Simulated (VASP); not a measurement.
# Sn2Te2S (R-3m) in VASP: single point with PBE

Aim: the single point of Sn2Te2S with PBE.

Program: VASP 6.6.1. These are calculated values, not measurements. Logs are shortened: lines on timing, memory, paths and dates and some standing lists are left out, and cuts for length are marked.

## 1. The cell of the first run

It takes space group R-3m (No. 166, trigonal). The conventional cell has a = 4.138 Å, b = 4.138 Å, c = 28.769 Å, α = 90.00°, β = 90.00°, γ = 120.00°. Sn (site symmetry 3m) has 3 S at 2.93 Å and 3 Te at 2.99 Å within 3.9 Å. Te (site symmetry 3m) has 3 Sn at 2.99 Å and 3 Te at 3.54 Å within 3.9 Å. Within 3.9 Å of S (site symmetry -3m) lie 6 Sn at 2.93 Å.

## 2. Single point, PBE

The input, INCAR:

```
ALGO = Normal
EDIFF = 1E-6
ENCUT = 500
GGA = PE
GGA_COMPAT = F
ISIF = 2
ISMEAR = -1
LASPH = T
LCHARG = T
LELF = T
LREAL = F
LVHAR = T
LWAVE = F
NBANDS = 31
NELM = 120
PREC = Accurate
SIGMA = 0.1
```

The input, KPOINTS:

```
k-points
0
Gamma
  10 10 10
```

The input, POSCAR:

```
Sn2Te2S
1.0
    0.8663860000     -4.0464980000      0.0000000000
    0.8663860000     -1.9304970000     -3.5563120000
    9.0164930000      4.0464980000      0.0000000000
Sn Te S
2 2 1
Direct
    0.7840000000      0.6080000000      0.1760000000
    0.2160000000      0.3920000000      0.8240000000
    0.5760000000      0.2120000000      0.3640000000
    0.4240000000      0.7880000000      0.6360000000
    0.0000000000      0.0000000000      0.0000000000
```

Potentials or basis: VASP PAW PBE potentials, release 64 (Sn_d, Te, S).

On the command line:

```sh
> cat potpaw_PBE.64/Sn_d/POTCAR potpaw_PBE.64/Te/POTCAR potpaw_PBE.64/S/POTCAR > POTCAR
> mpirun -np 1 vasp_std > vasp.out
```

OUTCAR:

```text
EDIFF = 1E-6
   ENCUT = 500
   GGA = PE
   ISIF = 2
   ISMEAR = -1
   LASPH = T
   LREAL = F
   NELM = 120
   PREC = Accurate

 ion  position               nearest neighbor table
   1  0.784  0.608  0.176-   5 2.93   5 2.93   5 2.93   3 2.99   3 2.99   3 2.99
   2  0.216  0.392  0.824-   5 2.93   5 2.93   5 2.93   4 2.99   4 2.99   4 2.99
   3  0.576  0.212  0.364-   1 2.99   1 2.99   1 2.99   4 3.54   4 3.54   4 3.54
   4  0.424  0.788  0.636-   2 2.99   2 2.99   2 2.99   3 3.54   3 3.54   3 3.54
   5  0.000  0.000  0.000-   1 2.93   2 2.93   1 2.93   2 2.93   2 2.93   1 2.93

  LATTYP: Found a trigonal (rhomboedric) cell.
 ALAT       =     9.8828787346
 COS(alpha) =     0.9123344614

  Lattice vectors:

 A1 = (   9.0164930000,   4.0464980000,   0.0000000000)
 A2 = (   9.0164930000,   1.9304970000,   3.5563120000)
 A3 = (   9.8828790000,   0.0000000000,   0.0000000000)

Analysis of symmetry for initial positions (statically):
=====================================================================
 Subroutine PRICEL returns:
 Original cell was already a primitive cell.

 Routine SETGRP: Setting up the symmetry group for a
 trigonal (rhombohedral) supercell.

 Subroutine GETGRP returns: Found 12 space group operations
 (whereof 12 operations were pure point group operations)
 out of a pool of 12 trial point group operations.

The static configuration has the point symmetry D_3d.

Analysis of symmetry for dynamics (positions and initial velocities):
=====================================================================
 Subroutine PRICEL returns:
 Original cell was already a primitive cell.

 Routine SETGRP: Setting up the symmetry group for a
 trigonal (rhombohedral) supercell.

 Subroutine GETGRP returns: Found 12 space group operations
 (whereof 12 operations were pure point group operations)
 out of a pool of 12 trial point group operations.

The dynamic configuration has the point symmetry D_3d.

 Subroutine INISYM returns: Found 12 space group operations
 (whereof 12 operations are pure point group operations),
 and found     1 'primitive' translations

----------------------------------------------------------------------------------------

                                     Primitive cell

  volume of cell :     142.2207

  direct lattice vectors                    reciprocal lattice vectors
     0.866386000 -4.046498000  0.000000000     0.101185090 -0.225462772  0.147040122
     0.866386000 -1.930497000 -3.556312000     0.000000000  0.000000000 -0.281190177
     9.016493000  4.046498000  0.000000000     0.101185090  0.021664497  0.012890348

  length of vectors
     4.138208642  4.138211982  9.882878735     0.287563352  0.281190177  0.104278157

  position of ions in fractional coordinates (direct lattice)
     0.784000000  0.608000000  0.176000000
     0.216000000  0.392000000  0.824000000
     0.576000000  0.212000000  0.364000000
     0.424000000  0.788000000  0.636000000
     0.000000000  0.000000000  0.000000000

  ion indices of the primitive-cell ions
   primitive index   ion index
                 1           1
                 2           2
                 3           3
                 4           4
                 5           5

----------------------------------------------------------------------------------------

 KPOINTS: k-points

Automatic generation of k-mesh.
 Grid dimensions read from file:
 generate k-points for:   10   10   10

 Generating k-lattice:

  Cartesian coordinates                     Fractional coordinates (reciprocal lattice)
     0.010118509 -0.022546277  0.014704012     0.100000000 -0.000000000  0.000000000
     0.000000000  0.000000000 -0.028119018     0.000000000  0.100000000  0.000000000
     0.010118509  0.002166450  0.001289035     0.000000000  0.000000000  0.100000000

  Length of vectors
     0.028756335  0.028119018  0.010427816

  Shift w.r.t. Gamma in fractional coordinates (k-lattice)
     0.000000000  0.000000000  0.000000000

 Subroutine IBZKPT returns following result:
 ===========================================

 Found    116 irreducible k-points:

 Following reciprocal coordinates:
            Coordinates               Weight
  0.000000  0.000000  0.000000      1.000000
  0.100000  0.000000 -0.000000      6.000000
  0.200000  0.000000 -0.000000      6.000000
  0.300000  0.000000 -0.000000      6.000000
  0.400000 -0.000000 -0.000000      6.000000
  0.500000  0.000000 -0.000000      3.000000
[... 16 lines left out ...]
  0.000000  0.400000  0.000000      6.000000
  0.100000  0.400000 -0.000000     12.000000
 [... further k-points ...]
   k-points           NKPTS =    116   k-points in BZ     NKDIM =    116   number of bands    NBANDS=     31
   number of dos      NEDOS =    301   number of ions     NIONS =      5
   total plane-waves  NPLWV =  64800
   dimension x,y,z NGX =    30 NGY =   30 NGZ =   72
   dimension x,y,z NGXF=    60 NGYF=   60 NGZF=  144
   ions per type =               2   2   1
   NGX,Y,Z   is equivalent  to a cutoff of  12.05, 12.05, 12.11 a.u.
   NGXF,Y,Z  is equivalent  to a cutoff of  24.10, 24.10, 24.22 a.u.
 SYSTEM =  unknown system
   PREC   = accura    normal or accurate (medium, high low for compatibility)
   ISTART =      0    job   : 0-new  1-cont  2-samecut
   ICHARG =      2    charge: 1-file 2-atom 10-const
   ISPIN  =      1    spin polarized calculation?
   LNONCOLLINEAR =      F non collinear calculations
   LSORBIT =      F    spin-orbit coupling
   LASPH  =      T    aspherical Exc in radial PAW
   ENCUT  =  500.0 eV  36.75 Ry    6.06 a.u.   7.54  7.54 18.02*2*pi/ulx,y,z
   NELM   =    120;   NELMIN=  2; NELMDL= -5     # of ELM steps
   EDIFF  = 0.1E-05   stopping-criterion for ELM
   LREAL  =      F    real-space projection
   EDIFFG = 0.1E-04   stopping-criterion for IOM
   NSW    =      0    number of steps for IOM
   IBRION =     -1    ionic relax: 0-MD 1-quasi-New 2-CG
   NFREE  =      0    steps in history (QN), initial steepest desc. (CG)
   ISIF   =      2    stress and relaxation
   ISYM   =      2    0-nonsym 1-usesym 2-fastsym
   POTIM  = 0.5000    time-step for ionic-motion
   TEBEG  =    0.0;   TEEND  =   0.0 temperature during run
   PSTRESS=    0.0 pullay stress
   NELECT =      46.0000    total number of electrons
   NUPDOWN=      -1.0000    fix difference up-down
   EMIN   =  10.00;   EMAX   =-10.00  energy-range for DOS
   EFERMI =   0.00;   METHOD = LEGACY
   ISMEAR =    -1;   SIGMA  =   0.10  broadening in eV -4-tet -1-fermi 0-gaus
   EFERMI_NEDOS =   21; number of points for ismear=-14 and -15
   IALGO  =     38    algorithm
   IMIX   =      4    mixing-type and parameters
     AMIX     =   0.40;   BMIX     =  1.00
     AMIX_MAG =   1.60;   BMIX_MAG =  1.00
  volume/ion in A,a.u.               =      28.44       191.95
  Fermi-wavevector in a.u.,A,eV,Ry     =   1.123759  2.123597 17.181907  1.262835
  Thomas-Fermi vector in A             =   2.260427
   LORBIT       =      0    0 simple, 1 ext, 2 COOP (PROOUT), +10 PAW based schemes
   GGA     = PE    functional components
   LHFCALC =     F    Hartree Fock is set to
   AEXX    =    0.0000 exact exchange contribution
   IVDW    =     0    specifies the selected vdW correction
   LEPSILON=     F    determine dielectric tensor
   LRPA    =     F    only Hartree local field effects (RPA)
 non-spin polarized calculation
  energy-cutoff  :      500.00
  volume of cell :      142.22
 maximum number of plane-waves:      3642
   NGX = 15   NGY = 15   NGZ = 35

 number of electron      45.9999985 magnetization

 Free energy of the ion-electron system (eV)
  ---------------------------------------------------
  ext. energy  EPLUGINS =         0.00000000
  ---------------------------------------------------
  free energy    TOTEN  =       -19.19461926 eV

  energy without entropy =      -19.12266709  energy(sigma->0) =      -19.15864318

 E-fermi :   6.3474     XC(G=0):  -9.6183

 val. band max:        6.3368927440   @ k =   0.1000   0.3000  -0.0000
 cond. band min:       6.3570198851   @ k =   0.4000   0.2000   0.2000
 fundamental gap:      0.0201271411
 Fermi energy:         6.3474493446

 k-point     1 :       0.0000    0.0000    0.0000
  band No.  band energies     occupation
      1     -15.1251      2.00000
      2     -15.1251      2.00000
      3     -15.1206      2.00000
      4     -15.1206      2.00000
      5     -15.1174      2.00000
      6     -15.1158      2.00000
[... 23 lines left out ...]
     30      10.2689      0.00000
     31      12.4505      0.00000

 k-point     2 :       0.1000    0.0000   -0.0000
  band No.  band energies     occupation
      1     -15.1270      2.00000
      2     -15.1239      2.00000
      3     -15.1219      2.00000
      4     -15.1198      2.00000
      5     -15.1166      2.00000
      6     -15.1155      2.00000
[... 23 lines left out ...]
     30      10.2963      0.00000
     31      11.9269      0.00000

 k-point     3 :       0.2000    0.0000   -0.0000
  band No.  band energies     occupation
      1     -15.1324      2.00000
      2     -15.1255      2.00000
      3     -15.1222      2.00000
      4     -15.1179      2.00000
      5     -15.1172      2.00000
      6     -15.1129      2.00000
[... 23 lines left out ...]
     30      10.9366      0.00000
     31      11.1144      0.00000

 k-point     4 :       0.3000    0.0000   -0.0000
  band No.  band energies     occupation
      1     -15.1396      2.00000
      2     -15.1301      2.00000
      3     -15.1224      2.00000
      4     -15.1190      2.00000
      5     -15.1153      2.00000
      6     -15.1107      2.00000
[... 635 lines left out ...]
     30      11.3664      0.00000
     31      12.6567      0.00000

 k-point    23 :       0.0000    0.4000    0.0000
  band No.  band energies     occupation
      1     -15.1458      2.00000
      2     -15.1336      2.00000
      3     -15.1233      2.00000
      4     -15.1205      2.00000
      5     -15.1139      2.00000
      6     -15.1118      2.00000
[... 23 lines left out ...]
     30      11.1421      0.00000
     31      11.2621      0.00000

 k-point    24 :       0.1000    0.4000   -0.0000
  band No.  band energies     occupation
      1     -15.1420      2.00000
      2     -15.1318      2.00000
      3     -15.1236      2.00000
      4     -15.1185      2.00000
      5     -15.1155      2.00000
      6     -15.1106      2.00000
[... 23 lines left out ...]
     30      10.9324      0.00000
     31      11.1546      0.00000

 [... further k-points ...]

------------------------ aborting loop because EDIFF is reached ----------------------------------------

  FORCE on cell =-STRESS in cart. coord.  units (eV):
  Direction    XX          YY          ZZ          XY          YZ          ZX
  --------------------------------------------------------------------------------------
  -------------------------------------------------------------------------------------
  Total       -0.0868647      0.6090824      0.6306833     -0.1561665     -0.0198950     -0.0929191
  in kB       -0.9785683      6.8615779      7.1049215     -1.7592834     -0.2241263     -1.0467736
  external PRESSURE =       4.3293103 kB  Pullay stress =       0.0000000 kB

 VOLUME and BASIS-vectors are now :
 -----------------------------------------------------------------------------
  energy-cutoff  :      500.00
  volume of cell :      142.22
      direct lattice vectors                 reciprocal lattice vectors
     0.866386000 -4.046498000  0.000000000     0.101185090 -0.225462772  0.147040122
     0.866386000 -1.930497000 -3.556312000     0.000000000  0.000000000 -0.281190177
     9.016493000  4.046498000  0.000000000     0.101185090  0.021664497  0.012890348

 POSITION                                       TOTAL-FORCE (eV/Angst)
 -----------------------------------------------------------------------------------
      2.79291     -3.63401     -2.16224         0.203453      0.043561      0.025919
      7.95635      1.70352     -1.39407        -0.203453     -0.043561     -0.025919
      3.96472     -1.26712     -0.75394        -0.369865     -0.079191     -0.047119
      6.78455     -0.66337     -2.80237         0.369865      0.079191      0.047119
      0.00000      0.00000      0.00000        -0.000000      0.000000      0.000000
 -----------------------------------------------------------------------------------
    total drift:                                0.000000      0.000000      0.000000

  FREE ENERGIE OF THE ION-ELECTRON SYSTEM (eV)
  ---------------------------------------------------
  free  energy   TOTEN  =       -19.1946192578 eV

  energy  without entropy=      -19.1226670930  energy(sigma->0) =      -19.15864318
```

Run time: 5.5 min. Hardware: 1 thread of Intel Xeon Platinum 8488C (Sapphire Rapids), shared host; peak memory 0.55 GiB.

What came out:

| Property | Result |
| --- | --- |
| Free energy | -19.1946 eV |
| Pressure | 0.4 GPa |
| Largest force | 0.381 eV/Å |
| Band gap on the k mesh | zero (bands 23 and 24 overlap by 1.05 eV) |

Forces in eV/Å, atoms in the order of the input:
```
Sn   0.203  0.044  0.026
Sn  -0.203 -0.044 -0.026
Te  -0.370 -0.079 -0.047
Te   0.370  0.079  0.047
S    0.000  0.000  0.000
```

Caveat: spin-orbit coupling is left out, which moves the levels of the heavy elements.
